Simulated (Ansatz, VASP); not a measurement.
BN: VASP beside Ansatz

File POSCAR:

```
BN
1.0
    0.0000000000      1.8048254497      1.8048254497
    1.8048254497      0.0000000000      1.8048254497
    1.8048254497      1.8048254497      0.0000000000
B N
1 1
Direct
    0.0000000000      0.0000000000      0.0000000000
    0.2500000000      0.2500000000      0.2500000000
```

The input INCAR.step1:

```
PREC = Accurate
ENCUT = 520
ISMEAR = 1
SIGMA = 0.2
LREAL = F
LASPH = T
NELM = 80
NBANDS = 11
GGA = PE
ALGO = Normal
EDIFF = 1E-4
LWAVE = T
LCHARG = F
```

File INCAR.step2:

```
PREC = Accurate
ENCUT = 520
EDIFF = 1E-6
ISMEAR = 1
SIGMA = 0.2
LREAL = F
LASPH = T
NELM = 80
ALGO = Normal
ISIF = 2
LWAVE = F
LCHARG = F
METAGGA = R2SCAN
LMIXTAU = T
NBANDS = 11
ISTART = 1
```

Contents of KPOINTS:

```
regular mesh
0
Gamma
  8 8 8
```

Input for Ansatz:

```yaml
crystal:
  lattice:
    - [0.0, 1.8048254497, 1.8048254497]
    - [1.8048254497, 0.0, 1.8048254497]
    - [1.8048254497, 1.8048254497, 0.0]
  atoms:
    - { symbol: B, position: [0.0, 0.0, 0.0] }
    - { symbol: "N", position: [0.25, 0.25, 0.25] }
kpoints:
  mp_grid: { grid: [8, 8, 8] }
hamiltonian:
  xc: r2scan
scf:
  occupations: { method: methfessel_paxton, width: 0.2 }
  n_extra_bands: 4
output:
  forces: true
  stress: true
  eigenvalues: true
```

Alike in both runs: task single point; functional r2SCAN; k mesh 8 × 8 × 8; occupations methfessel-paxton of order 1, width 0.2 eV; no spin polarisation.

|  | VASP | Ansatz |
| --- | --- | --- |
| version | VASP 6.6.1 | Ansatz 0.2.0 |
| potentials or method | VASP PAW PBE potentials, release 64 (B, N) | plane waves |
| plane-wave cutoff (eV) | 520 | 500 |
| valence electrons in the cell | 8 | 8 |

VASP gave:

| Quantity | Value |
| --- | --- |
| gap on the k mesh at the Fermi level (eV) | 4.98 |
| pressure (GPa) | 1.1 |

Task: Estimate Ansatz's values.

Result: gap on the k mesh at the Fermi level (eV): 5.00; pressure (GPa): 0.0.

VASP's potentials were made for PBE, not for r2SCAN.
